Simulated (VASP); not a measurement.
Runs of VASP 6.6.1 on Si3Cl2. The structure is that of space group P-3m1 (No. 164), or close to it. The cells are those of the table. 

| task | cell | k mesh | cutoff (eV) | gap on the mesh (eV) | pressure (GPa) | largest force (eV/Å) |
| --- | --- | --- | --- | --- | --- | --- |
| single point | a = 3.860, b = 3.860, c = 11.921 Å, angles 90.0, 90.0, 120.0°, 5 atoms | 12 × 12 × 4 | 520 | none | 0.0 | 0.01 |
| relaxation of cell and atoms | relaxed from a = 4.121, b = 4.121, c = 6.412 Å, angles 90.0, 90.0, 120.0°, 5 atoms | 6 × 6 × 4 | 600 | none | -0.1 | 0.03 |
| single point | a = 3.861, b = 3.861, c = 11.343 Å, angles 90.0, 90.0, 120.0°, 5 atoms | 6 × 6 × 4 | 520 | none | 0.0 | - |
| single point | a = 4.121, b = 4.121, c = 6.412 Å, angles 90.0, 90.0, 120.0°, 5 atoms | 6 × 6 × 4 | 520 | none | (a) | 2.42 |

Alike in all rows: level PBE; potentials or basis VASP PAW PBE potentials, release 64 (Si, Cl); no spin polarisation; smearing gaussian 0.1 eV.

**Question.** Estimate the missing entries.

**Answer.** (a) 11.6.

Caveats: forces of over 1 eV/Å act on the atoms, so gaps and moduli don't describe the material at rest (some runs).

A gap of «none» marks levels without a gap at the run's occupations.
